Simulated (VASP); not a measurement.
# Ag2Cl3F (P6/mmm) in VASP: notebook

Ag2Cl3F is run at these levels: PBE; tasks: single point, relaxation of cell and atoms.

Everything below comes from runs of VASP 6.6.1. Logs are shortened: lines on timing, memory, paths and dates and some standing lists are left out, and cuts for length are marked.

### 1 The cell of the first run

It takes space group P6/mmm (No. 191, hexagonal). Conventional cell: a = 6.845 Å, b = 6.845 Å, c = 3.514 Å, α = 90.00°, β = 90.00°, γ = 120.00°. Within 3.5 Å of Ag (site symmetry -6m2) lie 6 Cl at 2.64 Å. Within 3.5 Å of Cl (site symmetry mmm) lie 4 Ag at 2.64 Å and 4 Cl at 3.42 Å. Within 4.6 Å of F (site symmetry 6/mmm) lie 2 F at 3.51 Å and 12 Cl at 3.85 Å and 6 Ag at 3.95 Å.

### 2 Single point, PBE

INCAR

```
SYSTEM = Ag2Cl3F
ALGO = Normal ; EDIFF = 1E-6
ENCUT = 520 ; GGA = PE
ISIF = 2 ; ISMEAR = 0
LASPH = .TRUE. ; LCHARG = .FALSE.
LREAL = .FALSE. ; LWAVE = .FALSE.
NBANDS = 34 ; NELM = 100
PREC = Accurate ; SIGMA = 0.1
```

KPOINTS

```
k-points
0
G
  6 6 8
  0 0 0
```

POSCAR

```
Ag2Cl3F
1.0
    6.8446628939     -0.0000000033      0.0000000000
   -3.4223314441      5.9276519481      0.0000000000
    0.0000000000      0.0000000000      3.5138642611
Ag Cl F
2 3 1
Direct
    0.6666666667      0.3333333333      0.0000000000
    0.3333333333      0.6666666667      0.0000000000
    0.5000000000      0.0000000000      0.5000000000
    0.5000000000      0.5000000000      0.5000000000
    0.0000000000      0.5000000000      0.5000000000
    0.0000000000      0.0000000000      0.0000000000
```

Potentials or basis: VASP PAW PBE potentials, release 64 (Ag, Cl, F).

Run with:

```
$ cat potpaw_PBE.64/Ag/POTCAR potpaw_PBE.64/Cl/POTCAR potpaw_PBE.64/F/POTCAR > POTCAR
$ mpirun -np 1 vasp_std > vasp.out
```

OUTCAR:

```text
SYSTEM = Ag2Cl3F
   EDIFF = 1E-6
   ENCUT = 520
   GGA = PE
   ISIF = 2
   ISMEAR = 0
   LASPH = .TRUE.
   LREAL = .FALSE.
   NELM = 100
   PREC = Accurate

 ion  position               nearest neighbor table
   1  0.667  0.333  0.000-   3 2.64   3 2.64   5 2.64   5 2.64   4 2.64   4 2.64
   2  0.333  0.667  0.000-   3 2.64   3 2.64   5 2.64   5 2.64   4 2.64   4 2.64
   3  0.500  0.000  0.500-   1 2.64   2 2.64   1 2.64   2 2.64
   4  0.500  0.500  0.500-   1 2.64   2 2.64   1 2.64   2 2.64
   5  0.000  0.500  0.500-   1 2.64   2 2.64   1 2.64   2 2.64
   6  0.000  0.000  0.000-

  LATTYP: Found a hexagonal cell.
 ALAT       =     6.8446628939
 C/A-ratio  =     0.5133728740

  Lattice vectors:

 A1 = (   6.8446628939,  -0.0000000033,   0.0000000000)
 A2 = (  -3.4223314441,   5.9276519481,   0.0000000000)
 A3 = (   0.0000000000,   0.0000000000,   3.5138642611)

Analysis of symmetry for initial positions (statically):
=====================================================================
 Subroutine PRICEL returns:
 Original cell was already a primitive cell.

 Routine SETGRP: Setting up the symmetry group for a
 hexagonal supercell.

 Subroutine GETGRP returns: Found 24 space group operations
 (whereof 24 operations were pure point group operations)
 out of a pool of 24 trial point group operations.

The static configuration has the point symmetry D_6h.

Analysis of symmetry for dynamics (positions and initial velocities):
=====================================================================
 Subroutine PRICEL returns:
 Original cell was already a primitive cell.

 Routine SETGRP: Setting up the symmetry group for a
 hexagonal supercell.

 Subroutine GETGRP returns: Found 24 space group operations
 (whereof 24 operations were pure point group operations)
 out of a pool of 24 trial point group operations.

The dynamic configuration has the point symmetry D_6h.

 Subroutine INISYM returns: Found 24 space group operations
 (whereof 24 operations are pure point group operations),
 and found     1 'primitive' translations

----------------------------------------------------------------------------------------

                                     Primitive cell

  volume of cell :     142.5672

  direct lattice vectors                    reciprocal lattice vectors
     6.844662894 -0.000000003  0.000000000     0.146099233  0.084350432  0.000000000
    -3.422331444  5.927651948  0.000000000     0.000000000  0.168700863  0.000000000
     0.000000000  0.000000000  3.513864261     0.000000000  0.000000000  0.284586975

  length of vectors
     6.844662894  6.844662894  3.513864261     0.168700863  0.168700863  0.284586975

  position of ions in fractional coordinates (direct lattice)
     0.666666667  0.333333333  0.000000000
     0.333333333  0.666666667  0.000000000
     0.500000000  0.000000000  0.500000000
     0.500000000  0.500000000  0.500000000
     0.000000000  0.500000000  0.500000000
     0.000000000  0.000000000  0.000000000

  ion indices of the primitive-cell ions
   primitive index   ion index
                 1           1
                 2           2
                 3           3
                 4           4
                 5           5
                 6           6

----------------------------------------------------------------------------------------

 KPOINTS: k-points

Automatic generation of k-mesh.
 Grid dimensions read from file:
 generate k-points for:    6    6    8

 Generating k-lattice:

  Cartesian coordinates                     Fractional coordinates (reciprocal lattice)
     0.024349872  0.014058405  0.000000000     0.166666667  0.000000000  0.000000000
     0.000000000  0.028116811  0.000000000     0.000000000  0.166666667  0.000000000
     0.000000000  0.000000000  0.035573372     0.000000000  0.000000000  0.125000000

  Length of vectors
     0.028116811  0.028116811  0.035573372

  Shift w.r.t. Gamma in fractional coordinates (k-lattice)
     0.000000000  0.000000000  0.000000000

 Subroutine IBZKPT returns following result:
 ===========================================

 Found     35 irreducible k-points:

 Following reciprocal coordinates:
            Coordinates               Weight
  0.000000  0.000000  0.000000      1.000000
  0.166667  0.000000  0.000000      6.000000
  0.333333  0.000000  0.000000      6.000000
  0.500000  0.000000  0.000000      3.000000
  0.166667  0.166667  0.000000      6.000000
  0.333333  0.166667  0.000000     12.000000
[... 16 lines left out ...]
  0.166667  0.000000  0.375000     12.000000
  0.333333  0.000000  0.375000     12.000000
 [... further k-points ...]
   k-points           NKPTS =     35   k-points in BZ     NKDIM =     35   number of bands    NBANDS=     34
   number of dos      NEDOS =    301   number of ions     NIONS =      6
   total plane-waves  NPLWV =  81648
   dimension x,y,z NGX =    54 NGY =   54 NGZ =   28
   dimension x,y,z NGXF=   108 NGYF=  108 NGZF=   56
   ions per type =               2   3   1
   NGX,Y,Z   is equivalent  to a cutoff of  13.12, 13.12, 13.25 a.u.
   NGXF,Y,Z  is equivalent  to a cutoff of  26.23, 26.23, 26.49 a.u.
 SYSTEM =  Ag2Cl3F
   PREC   = accura    normal or accurate (medium, high low for compatibility)
   ISTART =      0    job   : 0-new  1-cont  2-samecut
   ICHARG =      2    charge: 1-file 2-atom 10-const
   ISPIN  =      1    spin polarized calculation?
   LNONCOLLINEAR =      F non collinear calculations
   LSORBIT =      F    spin-orbit coupling
   LASPH  =      T    aspherical Exc in radial PAW
   ENCUT  =  520.0 eV  38.22 Ry    6.18 a.u.  12.73 12.73  6.53*2*pi/ulx,y,z
   NELM   =    100;   NELMIN=  2; NELMDL= -5     # of ELM steps
   EDIFF  = 0.1E-05   stopping-criterion for ELM
   LREAL  =      F    real-space projection
   EDIFFG = 0.1E-04   stopping-criterion for IOM
   NSW    =      0    number of steps for IOM
   IBRION =     -1    ionic relax: 0-MD 1-quasi-New 2-CG
   NFREE  =      0    steps in history (QN), initial steepest desc. (CG)
   ISIF   =      2    stress and relaxation
   ISYM   =      2    0-nonsym 1-usesym 2-fastsym
   POTIM  = 0.5000    time-step for ionic-motion
   TEBEG  =    0.0;   TEEND  =   0.0 temperature during run
   PSTRESS=    0.0 pullay stress
   NELECT =      50.0000    total number of electrons
   NUPDOWN=      -1.0000    fix difference up-down
   EMIN   =  10.00;   EMAX   =-10.00  energy-range for DOS
   EFERMI =   0.00;   METHOD = LEGACY
   ISMEAR =     0;   SIGMA  =   0.10  broadening in eV -4-tet -1-fermi 0-gaus
   EFERMI_NEDOS =   21; number of points for ismear=-14 and -15
   IALGO  =     38    algorithm
   IMIX   =      4    mixing-type and parameters
     AMIX     =   0.40;   BMIX     =  1.00
     AMIX_MAG =   1.60;   BMIX_MAG =  1.00
  volume/ion in A,a.u.               =      23.76       160.35
  Fermi-wavevector in a.u.,A,eV,Ry     =   1.154494  2.181677 18.134604  1.332856
  Thomas-Fermi vector in A             =   2.291130
   LORBIT       =      0    0 simple, 1 ext, 2 COOP (PROOUT), +10 PAW based schemes
   GGA     = PE    functional components
   LHFCALC =     F    Hartree Fock is set to
   AEXX    =    0.0000 exact exchange contribution
   IVDW    =     0    specifies the selected vdW correction
   LEPSILON=     F    determine dielectric tensor
   LRPA    =     F    only Hartree local field effects (RPA)
 non-spin polarized calculation
 Gauss-broadening in eV      SIGMA  =   0.10
  energy-cutoff  :      520.00
  volume of cell :      142.57
 maximum number of plane-waves:      3865
 NGX is ok and might be reduce to    54
   NGX = 25   NGY = 25   NGZ = 13

 number of electron      50.0000009 magnetization

 Free energy of the ion-electron system (eV)
  ---------------------------------------------------
  ext. energy  EPLUGINS =         0.00000000
  ---------------------------------------------------
  free energy    TOTEN  =       -13.72977833 eV

  energy without entropy =      -13.65920419  energy(sigma->0) =      -13.69449126

 E-fermi :   0.2430     XC(G=0):  -8.6312

 val. band max:        0.2149688937   @ k =   0.0000   0.0000   0.0000
 cond. band min:       0.2469250118   @ k =   0.3333   0.0000   0.1250
 fundamental gap:      0.0319561182
 Fermi energy:         0.2429825206

 k-point     1 :       0.0000    0.0000    0.0000
  band No.  band energies     occupation
      1     -18.5293      2.00000
      2     -14.3994      2.00000
      3     -13.7874      2.00000
      4     -13.7874      2.00000
      5      -5.5299      2.00000
      6      -3.5241      2.00000
[... 26 lines left out ...]
     33      10.1428      0.00000
     34      10.7245      0.00000

 k-point     2 :       0.1667    0.0000    0.0000
  band No.  band energies     occupation
      1     -18.5293      2.00000
      2     -14.3676      2.00000
      3     -13.8288      2.00000
      4     -13.7877      2.00000
      5      -5.4047      2.00000
      6      -3.5255      2.00000
[... 26 lines left out ...]
     33      10.1878      0.00000
     34      10.5207      0.00000

 k-point     3 :       0.3333    0.0000    0.0000
  band No.  band energies     occupation
      1     -18.5291      2.00000
      2     -14.2835      2.00000
      3     -13.9319      2.00000
      4     -13.7885      2.00000
      5      -5.0774      2.00000
      6      -3.7028      2.00000
[... 26 lines left out ...]
     33      10.3707      0.00000
     34      10.5464      0.00000
[... 704 lines left out ...]
 k-point    23 :       0.1667    0.0000    0.3750
  band No.  band energies     occupation
      1     -18.5059      2.00000
      2     -14.0218      2.00000
      3     -13.6513      2.00000
      4     -13.6246      2.00000
      5      -4.3428      2.00000
      6      -4.2421      2.00000
[... 26 lines left out ...]
     33      10.2077      0.00000
     34      10.2503      0.00000

 k-point    24 :       0.3333    0.0000    0.3750
  band No.  band energies     occupation
      1     -18.5057      2.00000
      2     -13.9615      2.00000
      3     -13.7198      2.00000
      4     -13.6254      2.00000
      5      -4.3606      2.00000
      6      -4.2557      2.00000
[... 26 lines left out ...]
     33       9.9724      0.00000
     34      10.7437      0.00000

 [... further k-points ...]
[... 5 lines left out ...]
  --------------------------------------------------------------------------------------
  -------------------------------------------------------------------------------------
  Total       -0.1388675     -0.1388675     -0.1610481      0.0000000      0.0000000      0.0000000
  in kB       -1.5605996     -1.5605996     -1.8098661      0.0000000      0.0000000      0.0000000
  external PRESSURE =      -1.6436884 kB  Pullay stress =       0.0000000 kB

 VOLUME and BASIS-vectors are now :
 -----------------------------------------------------------------------------
  energy-cutoff  :      520.00
  volume of cell :      142.57
      direct lattice vectors                 reciprocal lattice vectors
     6.844662894 -0.000000003  0.000000000     0.146099233  0.084350432  0.000000000
    -3.422331444  5.927651948  0.000000000     0.000000000  0.168700863  0.000000000
     0.000000000  0.000000000  3.513864261     0.000000000  0.000000000  0.284586975

 POSITION                                       TOTAL-FORCE (eV/Angst)
 -----------------------------------------------------------------------------------
      3.42233      1.97588      0.00000        -0.000000      0.000000     -0.000000
      0.00000      3.95177      0.00000         0.000000     -0.000000      0.000000
      3.42233     -0.00000      1.75693         0.000000     -0.000000     -0.000000
      1.71117      2.96383      1.75693         0.000000     -0.000000     -0.000000
     -1.71117      2.96383      1.75693         0.000000     -0.000000     -0.000000
      0.00000      0.00000      0.00000         0.000000     -0.000000     -0.000000
 -----------------------------------------------------------------------------------
    total drift:                                0.000000      0.000000     -0.000000

  FREE ENERGIE OF THE ION-ELECTRON SYSTEM (eV)
  ---------------------------------------------------
  free  energy   TOTEN  =       -13.7297783343 eV

  energy  without entropy=      -13.6592041925  energy(sigma->0) =      -13.69449126
```

Run time: 3.6 min. Hardware: 1 thread of Intel Xeon Platinum 8488C (Sapphire Rapids), shared host; peak memory 0.35 GiB.

What came out:

| Quantity | Value |
| --- | --- |
| Free energy | -13.7298 eV |
| Pressure | -0.2 GPa |
| Band gap on the k mesh | zero (band 25 reaches 0.75 eV, above the bottom of band 26 at 0.13 eV) |

### 3 Relaxation of cell and atoms, PBE

This run uses another cell than the first one, of 23.66 Å³/atom, 0.996 times its volume.

INCAR

```
PREC = Accurate
ENCUT = 600
EDIFF = 1E-6
ISMEAR = 0
SIGMA = 0.1
LREAL = F
LASPH = T
NELM = 100
ALGO = Normal
ISIF = 3
LWAVE = F
LCHARG = F
GGA = PE
IBRION = 2
NSW = 100
EDIFFG = -0.01
```

KPOINTS

```
regular mesh
0
Gamma
  6 6 8
```

POSCAR

```
Ag2Cl3F
1.0
    6.0138617500      0.0000000000      0.0000000000
   -3.0069308700      5.2081570500      0.0000000000
    0.0000000000      0.0000000000      4.5320363400
Ag Cl F
2 3 1
Direct
    0.6666666700      0.3333333300      0.0000000000
    0.3333333300      0.6666666700      0.0000000000
    0.5000000000      0.0000000000      0.5000000000
    0.5000000000      0.5000000000      0.5000000000
    0.0000000000      0.5000000000      0.5000000000
    0.0000000000      0.0000000000      0.0000000000
```

Potentials or basis: VASP PAW PBE potentials, release 64 (Ag, Cl, F).

Run with:

```
$ cat potpaw_PBE.64/Ag/POTCAR potpaw_PBE.64/Cl/POTCAR potpaw_PBE.64/F/POTCAR > POTCAR
$ mpirun -np 1 vasp_std > vasp.out
```

It took 27 min on 1 thread of Intel Xeon Platinum 8488C (Sapphire Rapids), shared host; peak memory 0.4 GiB.

It converged, with:

* Free energy: -13.7196 eV
* Relaxed volume: 23.61 Å³/atom
* Relaxed cell: a = 6.813 Å, b = 6.813 Å, c = 3.523 Å, α = 90.00°, β = 90.00°, γ = 120.00°
* Space group after relaxing (to 0.05 Å): P6/mmm (No. 191)
* Energy gained by relaxing: 165.5 meV/atom
* Ionic steps: 15
* Pressure after relaxing: 0.0 GPa
* Band gap on the k mesh: zero (band 25 reaches 0.82 eV, above the bottom of band 26 at 0.20 eV)

Step by step:
```
step  energy change (eV)  largest force (eV/Å)  pressure (GPa)  volume (Å³)
   1              0.0000                0.0000           -2.46       141.95
   2             -0.1923                0.0000           -0.94       134.56
   3             -0.3090                0.0000            1.45       127.00
   4             -0.3194                0.0000            2.97       123.50
   5             -0.4436                0.0000            3.68       123.16
   6             -0.5870                0.0000            7.25       121.03
   7             -0.7103                0.0000            5.98       124.16
   8             -0.9104                0.0000            2.97       133.45
   9             -0.9264                0.0000            1.92       137.47
  10             -0.9562                0.0000            1.43       138.39
  11             -0.9929                0.0000            0.17       140.92
  12             -0.9930                0.0000            0.13       141.02
  13             -0.9930                0.0000            0.10       141.09
  14             -0.9931                0.0000            0.07       141.23
  15             -0.9932                0.0000           -0.02       141.64
```

Final structure:
```
Ag Cl F
1.0
     6.81342    0.00000    0.00000
    -3.40671    5.90059    0.00000
     0.00000    0.00000    3.52301
Ag Cl F
2 3 1
Direct
  0.66667 0.33333 0.00000
  0.33333 0.66667 0.00000
  0.50000 0.00000 0.50000
  0.50000 0.50000 0.50000
  0.00000 0.50000 0.50000
  0.00000 0.00000 0.00000
```

Levels at points of the mesh, in eV from the Fermi level:
```
           k point  band 21  band 22  band 23  band 24  band 25  band 26  band 27  band 28  band 29  band 30
(0.00, 0.00, 0.00)    -0.44    -0.03    -0.03     0.02     0.21     0.21     2.84     7.00     7.00     7.87
(0.50, 0.00, 0.00)    -0.55    -0.42    -0.21    -0.09     0.01     0.21     4.30     5.70     7.47     8.61
(0.00, 0.00, 0.50)    -0.63    -0.40    -0.14    -0.14     0.51     0.51     2.80     6.36     7.10     7.10
(0.50, 0.00, 0.50)    -0.91    -0.74    -0.31    -0.10    -0.09     0.51     4.06     5.59     7.94     8.12
```

### 4 Single point, PBE

INCAR

```
PREC     = Accurate       # precision mode
ENCUT    = 520            # plane-wave cutoff, eV
EDIFF    = 1E-6           # SCF threshold, eV
ISMEAR   = 0              # smearing method
SIGMA    = 0.1            # smearing width, eV
LREAL    = F              # projectors in reciprocal space
LASPH    = T              # aspherical terms in the spheres
NELM     = 100            # most SCF steps
ALGO     = Normal         # electronic algorithm
ISIF     = 2              # what is computed and relaxed
LWAVE    = F              # write WAVECAR
LCHARG   = T              # write CHGCAR
GGA      = PE             # functional
LELF     = T              # ELF
LVHAR    = T            
NBANDS   = 34             # bands
```

KPOINTS

```
Automatic mesh
0
Gamma
  6 6 10
```

POSCAR

```
Ag2Cl3F
1.0
    6.8446628939     -0.0000000033      0.0000000000
   -3.4223314441      5.9276519481      0.0000000000
    0.0000000000      0.0000000000      3.5138642611
Ag Cl F
2 3 1
Direct
    0.6666666667      0.3333333333      0.0000000000
    0.3333333333      0.6666666667      0.0000000000
    0.5000000000      0.0000000000      0.5000000000
    0.5000000000      0.5000000000      0.5000000000
    0.0000000000      0.5000000000      0.5000000000
    0.0000000000      0.0000000000      0.0000000000
```

Run with:

```
$ cat potpaw_PBE.64/Ag/POTCAR potpaw_PBE.64/Cl/POTCAR potpaw_PBE.64/F/POTCAR > POTCAR
$ mpirun -np 1 vasp_std > vasp.out
```

Run time: 4.2 min. Hardware: 1 thread of Intel Xeon Platinum 8488C (Sapphire Rapids), shared host; peak memory 0.37 GiB.

Results (log left out):

```
Free energy            : -13.7203 eV
Pressure               : -0.1 GPa
Band gap on the k mesh : zero (band 25 reaches 0.77 eV, above the bottom of band 26 at 0.13 eV)
```

Levels at points of the mesh, in eV from the Fermi level:
```tsv
k point	band 23	band 24	band 25	band 26	band 27	band 28
(0.00, 0.00, 0.00)	-0.02	0.02	0.22	0.22	2.85	7.03
(0.50, 0.00, 0.00)	-0.21	-0.09	0.01	0.22	4.31	5.71
(0.00, 0.00, 0.50)	-0.13	-0.13	0.54	0.54	2.83	6.35
(0.50, 0.00, 0.50)	-0.31	-0.10	-0.09	0.54	4.08	5.59
```

### 5 Summary

```csv
task,cell,k mesh,cutoff (eV),gap on the mesh (eV),pressure (GPa)
single point,"a = 6.845, b = 6.845, c = 3.514 Å, angles 90.0, 90.0, 120.0°, 6 atoms",6 × 6 × 8,520,none,-0.2
relaxation of cell and atoms,"relaxed from a = 6.014, b = 6.014, c = 4.532 Å, angles 90.0, 90.0, 120.0°, 6 atoms",6 × 6 × 8,600,none,0.0
single point,"a = 6.845, b = 6.845, c = 3.514 Å, angles 90.0, 90.0, 120.0°, 6 atoms",6 × 6 × 10,520,none,-0.1
```

Alike in all rows: level PBE; potentials or basis VASP PAW PBE potentials, release 64 (Ag, Cl, F); no spin polarisation; smearing gaussian 0.1 eV.

Absolute energies hang on the potentials; compare differences alone.
